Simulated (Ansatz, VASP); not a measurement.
## One calculation of MgI2, two programs

```
Mg I
1.0
     4.42373    0.00000    0.00000
    -2.21187    3.83106    0.00000
     0.00000    0.00000    6.89638
Mg I
1 2
Cartesian
  0.0000 0.0000 0.0000
  0.0000 2.5540 5.2988
  2.2119 1.2770 1.5976
```

Alike in both runs: task single point; functional PBEsol; k mesh 6 × 6 × 4; occupations gaussian, width 0.02 eV; no spin polarisation.

|  | VASP | Ansatz |
| --- | --- | --- |
| version | VASP 6.6.1 | Ansatz 0.2.0 |
| potentials or method | VASP PAW PBE potentials, release 64 (Mg, I), cutoff 520 eV | scalar-relativistic, plane waves, PAW |
| valence electrons in the cell | 16 | 44 |

Ansatz gave:

```
gap on the k mesh at the Fermi level (eV)                     : 2.86
least direct gap on the mesh (eV)                             : 2.86
pressure (GPa)                                                : -2.4
traceless stress, the component that is largest in VASP (GPa) : 1.61
rms of the force components (eV/Å)                            : 0.067
```

Task: What did VASP give for the same quantities?

Result: gap on the k mesh at the Fermi level (eV): 2.85; least direct gap on the mesh (eV): 2.85; pressure (GPa): -2.4; traceless stress, the component that is largest in VASP (GPa): 1.62; rms of the force components (eV/Å): 0.070.

VASP's potentials were made for PBE, not for PBEsol. Atom by atom the forces differ by 0.003 eV/Å (rms over components). VASP's potentials hold 16 valence electrons a cell and Ansatz's 44, so a difference there can come from the potentials and not from the codes.

Neither program's run includes spin-orbit coupling.
